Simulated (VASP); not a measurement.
# MoS2 (R3m) in VASP: single point with r2SCAN

Aim: the single point of MoS2 with r2SCAN.

Program: VASP 6.6.1. These are calculated values, not measurements. Logs are shortened: lines on timing, memory, paths and dates and some standing lists are left out, and cuts for length are marked.

**1. The cell of the first run**

It takes space group R3m (No. 160, trigonal). The conventional cell has a = 3.175 Å, b = 3.175 Å, c = 18.582 Å, α = 90.00°, β = 90.00°, γ = 120.00°. Within 3.2 Å of Mo (site symmetry 3m) lie 6 S at 2.40 Å and 6 Mo at 3.18 Å. Within 3.2 Å of S (site symmetry 3m) lie 3 Mo at 2.40 Å and 7 S at 3.11 to 3.18 Å. Within 3.2 Å of S (site symmetry 3m) lie 3 Mo at 2.40 Å and 7 S at 3.11 to 3.18 Å.

**2. Single point, r2SCAN**

POSCAR

```
MoS2
1.0
    1.5875907338      0.9165959375      6.1939396111
   -1.5875907338      0.9165959375      6.1939396111
    0.0000000000     -1.8331918751      6.1939396111
Mo S
1 2
Direct
   -0.0000146006     -0.0000146006     -0.0000146006
    0.4170015120      0.4170015120      0.4170015120
    0.2496797554      0.2496797554      0.2496797554
```

INCAR.step1

```
PREC = Accurate
ENCUT = 520
ISMEAR = 0
SIGMA = 0.01
LREAL = F
LASPH = T
NELM = 80
NBANDS = 20
GGA = PE
ALGO = Normal
EDIFF = 1E-4
LWAVE = T
LCHARG = F
```

INCAR.step2

```
PREC = Accurate
ENCUT = 520
EDIFF = 1E-7
ISMEAR = 0
SIGMA = 0.01
LREAL = F
LASPH = T
NELM = 80
ALGO = Normal
ISIF = 2
LWAVE = F
LCHARG = F
METAGGA = R2SCAN
LMIXTAU = T
NBANDS = 20
ISTART = 1
```

KPOINTS

```
Automatic mesh
0
Gamma
  10 10 10
```

Potentials or basis: VASP PAW PBE potentials, release 64 (Mo_sv, S).

The run is started by

```console
$ cat potpaw_PBE.64/Mo_sv/POTCAR potpaw_PBE.64/S/POTCAR > POTCAR
$ cp INCAR.step1 INCAR
$ mpirun -np 1 vasp_std > vasp.out
$ cp INCAR.step2 INCAR
$ mpirun -np 1 vasp_std > vasp.out
```

OUTCAR:

```text
PREC = Accurate
   ENCUT = 520
   EDIFF = 1E-7
   ISMEAR = 0
   LREAL = F
   LASPH = T
   NELM = 80
   ISIF = 2
   METAGGA = R2SCAN
   ISTART = 1

 ion  position               nearest neighbor table
   1  1.000  1.000  1.000-   3 2.40   3 2.40   3 2.40   2 2.40   2 2.40   2 2.40
   2  0.417  0.417  0.417-   1 2.40   1 2.40   1 2.40
   3  0.250  0.250  0.250-   1 2.40   1 2.40   1 2.40

  LATTYP: Found a trigonal (rhomboedric) cell.
 ALAT       =     6.4595263260
 COS(alpha) =     0.8791891997

  Lattice vectors:

 A1 = (   1.5875907338,   0.9165959375,   6.1939396111)
 A2 = (  -1.5875907338,   0.9165959375,   6.1939396111)
 A3 = (   0.0000000000,  -1.8331918751,   6.1939396111)

Analysis of symmetry for initial positions (statically):
=====================================================================
 Subroutine PRICEL returns:
 Original cell was already a primitive cell.

 Routine SETGRP: Setting up the symmetry group for a
 trigonal (rhombohedral) supercell.

 Subroutine GETGRP returns: Found  6 space group operations
 (whereof  6 operations were pure point group operations)
 out of a pool of 12 trial point group operations.

The static configuration has the point symmetry C_3v.

Analysis of symmetry for dynamics (positions and initial velocities):
=====================================================================
 Subroutine PRICEL returns:
 Original cell was already a primitive cell.

 Routine SETGRP: Setting up the symmetry group for a
 trigonal (rhombohedral) supercell.

 Subroutine GETGRP returns: Found  6 space group operations
 (whereof  6 operations were pure point group operations)
 out of a pool of 12 trial point group operations.

The dynamic configuration has the point symmetry C_3v.

 Subroutine INISYM returns: Found  6 space group operations
 (whereof  6 operations are pure point group operations),
 and found     1 'primitive' translations

----------------------------------------------------------------------------------------

                                     Primitive cell

  volume of cell :      54.0798

  direct lattice vectors                    reciprocal lattice vectors
     1.587590734  0.916595938  6.193939611     0.314942629  0.181832212  0.053816045
    -1.587590734  0.916595938  6.193939611    -0.314942629  0.181832212  0.053816045
     0.000000000 -1.833191875  6.193939611     0.000000000 -0.363664424  0.053816045

  length of vectors
     6.459526326  6.459526326  6.459526326     0.367624781  0.367624781  0.367624781

  position of ions in fractional coordinates (direct lattice)
     0.999985399  0.999985399  0.999985399
     0.417001512  0.417001512  0.417001512
     0.249679755  0.249679755  0.249679755

  ion indices of the primitive-cell ions
   primitive index   ion index
                 1           1
                 2           2
                 3           3

----------------------------------------------------------------------------------------

 KPOINTS: Automatic mesh

Automatic generation of k-mesh.
 Grid dimensions read from file:
 generate k-points for:   10   10   10

 Generating k-lattice:

  Cartesian coordinates                     Fractional coordinates (reciprocal lattice)
     0.031494263  0.018183221  0.005381605     0.100000000  0.000000000  0.000000000
    -0.031494263  0.018183221  0.005381605     0.000000000  0.100000000  0.000000000
     0.000000000 -0.036366442  0.005381605     0.000000000  0.000000000  0.100000000

  Length of vectors
     0.036762478  0.036762478  0.036762478

  Shift w.r.t. Gamma in fractional coordinates (k-lattice)
     0.000000000  0.000000000  0.000000000

 Subroutine IBZKPT returns following result:
 ===========================================

 Found    116 irreducible k-points:

 Following reciprocal coordinates:
            Coordinates               Weight
  0.000000  0.000000  0.000000      1.000000
  0.100000 -0.000000  0.000000      6.000000
  0.200000 -0.000000  0.000000      6.000000
  0.300000  0.000000  0.000000      6.000000
  0.400000  0.000000  0.000000      6.000000
  0.500000  0.000000  0.000000      3.000000
[... 16 lines left out ...]
  0.300000  0.300000  0.000000      6.000000
  0.400000  0.300000  0.000000     12.000000
 [... further k-points ...]
   k-points           NKPTS =    116   k-points in BZ     NKDIM =    116   number of bands    NBANDS=     20
   number of dos      NEDOS =    301   number of ions     NIONS =      3
   total plane-waves  NPLWV = 110592
   dimension x,y,z NGX =    48 NGY =   48 NGZ =   48
   dimension x,y,z NGXF=    96 NGYF=   96 NGZF=   96
   ions per type =               1   2
   NGX,Y,Z   is equivalent  to a cutoff of  12.35, 12.35, 12.35 a.u.
   NGXF,Y,Z  is equivalent  to a cutoff of  24.71, 24.71, 24.71 a.u.
 SYSTEM =  unknown system
   PREC   = accura    normal or accurate (medium, high low for compatibility)
   ISTART =      1    job   : 0-new  1-cont  2-samecut
   ICHARG =      0    charge: 1-file 2-atom 10-const
   ISPIN  =      1    spin polarized calculation?
   LNONCOLLINEAR =      F non collinear calculations
   LSORBIT =      F    spin-orbit coupling
   LASPH  =      T    aspherical Exc in radial PAW
   ENCUT  =  520.0 eV  38.22 Ry    6.18 a.u.  12.01 12.01 12.01*2*pi/ulx,y,z
   NELM   =     80;   NELMIN=  2; NELMDL=  0     # of ELM steps
   EDIFF  = 0.1E-06   stopping-criterion for ELM
   LREAL  =      F    real-space projection
   EDIFFG = 0.1E-05   stopping-criterion for IOM
   NSW    =      0    number of steps for IOM
   IBRION =     -1    ionic relax: 0-MD 1-quasi-New 2-CG
   NFREE  =      0    steps in history (QN), initial steepest desc. (CG)
   ISIF   =      2    stress and relaxation
   ISYM   =      2    0-nonsym 1-usesym 2-fastsym
   POTIM  = 0.5000    time-step for ionic-motion
   TEBEG  =    0.0;   TEEND  =   0.0 temperature during run
   PSTRESS=    0.0 pullay stress
   NELECT =      26.0000    total number of electrons
   NUPDOWN=      -1.0000    fix difference up-down
   EMIN   =  10.00;   EMAX   =-10.00  energy-range for DOS
   EFERMI =   0.00;   METHOD = LEGACY
   ISMEAR =     0;   SIGMA  =   0.01  broadening in eV -4-tet -1-fermi 0-gaus
   EFERMI_NEDOS =   21; number of points for ismear=-14 and -15
   IALGO  =     38    algorithm
   IMIX   =      4    mixing-type and parameters
     AMIX     =   0.40;   BMIX     =  1.00
     AMIX_MAG =   1.60;   BMIX_MAG =  1.00
  volume/ion in A,a.u.               =      18.03       121.65
  Fermi-wavevector in a.u.,A,eV,Ry     =   1.282491  2.423557 22.378639  1.644784
  Thomas-Fermi vector in A             =   2.414800
   LORBIT       =      0    0 simple, 1 ext, 2 COOP (PROOUT), +10 PAW based schemes
   METAGGA = R2SCAN    functional components
   LHFCALC =     F    Hartree Fock is set to
   AEXX    =    0.0000 exact exchange contribution
   IVDW    =     0    specifies the selected vdW correction
   LEPSILON=     F    determine dielectric tensor
   LRPA    =     F    only Hartree local field effects (RPA)
 non-spin polarized calculation
 Gauss-broadening in eV      SIGMA  =   0.01
  energy-cutoff  :      520.00
  volume of cell :       54.08
 maximum number of plane-waves:      1474
   NGX = 23   NGY = 23   NGZ = 23

 number of electron      25.9999998 magnetization

 Free energy of the ion-electron system (eV)
  ---------------------------------------------------
  ext. energy  EPLUGINS =         0.00000000
  ---------------------------------------------------
  free energy    TOTEN  =       -45.02812866 eV

  energy without entropy =      -45.02812866  energy(sigma->0) =      -45.02812866

 E-fermi :   7.4966     XC(G=0): -11.4301

 val. band max:        7.2982045186   @ k =   0.5000   0.5000   0.5000
 cond. band min:       8.3877712844   @ k =  -0.2000   0.2000   0.0000
 fundamental gap:      1.0895667658
 Fermi energy:         7.4965671267

 k-point     1 :       0.0000    0.0000    0.0000
  band No.  band energies     occupation
      1     -56.2242      2.00000
      2     -29.6448      2.00000
      3     -29.4235      2.00000
      4     -29.4235      2.00000
      5      -8.3824      2.00000
      6      -6.6567      2.00000
[... 12 lines left out ...]
     19      16.1025      0.00000
     20      16.3320      0.00000

 k-point     2 :       0.1000   -0.0000    0.0000
  band No.  band energies     occupation
      1     -56.2201      2.00000
      2     -29.6367      2.00000
      3     -29.4637      2.00000
      4     -29.4326      2.00000
      5      -8.2245      2.00000
      6      -6.6084      2.00000
[... 12 lines left out ...]
     19      16.3723      0.00000
     20      16.7320      0.00000

 k-point     3 :       0.2000   -0.0000    0.0000
  band No.  band energies     occupation
      1     -56.2094      2.00000
      2     -29.6155      2.00000
      3     -29.5679      2.00000
      4     -29.4564      2.00000
      5      -7.7855      2.00000
      6      -6.4741      2.00000
[... 12 lines left out ...]
     19      16.4817      0.00000
     20      16.9172      0.00000

 k-point     4 :       0.3000    0.0000    0.0000
  band No.  band energies     occupation
      1     -56.1962      2.00000
      2     -29.6944      2.00000
      3     -29.5891      2.00000
      4     -29.4855      2.00000
      5      -7.1746      2.00000
      6      -6.2905      2.00000
[... 12 lines left out ...]
     19      15.5279      0.00000
     20      15.9897      0.00000

 k-point     5 :       0.4000    0.0000    0.0000
  band No.  band energies     occupation
      1     -56.1854      2.00000
      2     -29.7950      2.00000
      3     -29.5677      2.00000
      4     -29.5090      2.00000
      5      -6.5949      2.00000
      6      -6.1262      2.00000
[... 12 lines left out ...]
     19      14.8005      0.00000
     20      15.3111      0.00000
[... 353 lines left out ...]
      6      -6.0275      2.00000
[... 12 lines left out ...]
     19      15.8477      0.00000
     20      16.8128      0.00000

 k-point    22 :      -0.2000    0.2000    0.0000
  band No.  band energies     occupation
      1     -56.1900      2.00000
      2     -29.7158      2.00000
      3     -29.5769      2.00000
      4     -29.5367      2.00000
      5      -6.8775      2.00000
      6      -6.1710      2.00000
[... 12 lines left out ...]
     19      15.9845      0.00000
     20      16.8164      0.00000

 k-point    23 :       0.3000    0.3000    0.0000
  band No.  band energies     occupation
      1     -56.1962      2.00000
      2     -29.6944      2.00000
      3     -29.5891      2.00000
      4     -29.4855      2.00000
      5      -7.1275      2.00000
      6      -6.3563      2.00000
[... 12 lines left out ...]
     19      15.6992      0.00000
     20      16.3440      0.00000

 k-point    24 :       0.4000    0.3000    0.0000
  band No.  band energies     occupation
      1     -56.1887      2.00000
      2     -29.7473      2.00000
      3     -29.5744      2.00000
      4     -29.5192      2.00000
      5      -6.7358      2.00000
      6      -6.2423      2.00000
[... 12 lines left out ...]
     19      15.4093      0.00000
     20      16.3943      0.00000

 [... further k-points ...]
[... 5 lines left out ...]
  --------------------------------------------------------------------------------------
  -------------------------------------------------------------------------------------
  Total        0.4327949      0.4327949      0.3546421     -0.0000000     -0.0000000      0.0000000
  in kB       12.8220659     12.8220659     10.5066948     -0.0000000     -0.0000000      0.0000000
  external PRESSURE =      12.0502756 kB  Pullay stress =       0.0000000 kB

 VOLUME and BASIS-vectors are now :
 -----------------------------------------------------------------------------
  energy-cutoff  :      520.00
  volume of cell :       54.08
      direct lattice vectors                 reciprocal lattice vectors
     1.587590734  0.916595938  6.193939611     0.314942629  0.181832212  0.053816045
    -1.587590734  0.916595938  6.193939611    -0.314942629  0.181832212  0.053816045
     0.000000000 -1.833191875  6.193939611     0.000000000 -0.363664424  0.053816045

 POSITION                                       TOTAL-FORCE (eV/Angst)
 -----------------------------------------------------------------------------------
      0.00000     -0.00000     18.58155         0.000000      0.000000     -0.000403
      0.00000     -0.00000      7.74865         0.000000      0.000000     -0.051686
      0.00000     -0.00000      4.63950         0.000000     -0.000000      0.052089
 -----------------------------------------------------------------------------------
    total drift:                               -0.000000      0.000000     -0.000120

  FREE ENERGIE OF THE ION-ELECTRON SYSTEM (eV)
  ---------------------------------------------------
  free  energy   TOTEN  =       -45.0281286625 eV

  energy  without entropy=      -45.0281286625  energy(sigma->0) =      -45.02812866
```

Wall time 20 min (1 thread of AMD EPYC 7R13 (Zen 3), shared host); peak memory 0.39 GiB.

Results:

| Property | Result |
| --- | --- |
| Free energy | -45.0281 eV |
| Pressure | 1.2 GPa |
| Largest force | 0.052 eV/Å |
| Band gap on the k mesh | 1.09 eV (least direct gap 2.04 eV) |

Forces on the atoms (eV/Å):
```
Mo   0.000  0.000  0.000
S    0.000  0.000 -0.052
S    0.000  0.000  0.052
```

Caveat: the PAW data sets were made with another functional, which shifts forces and pressure a little.
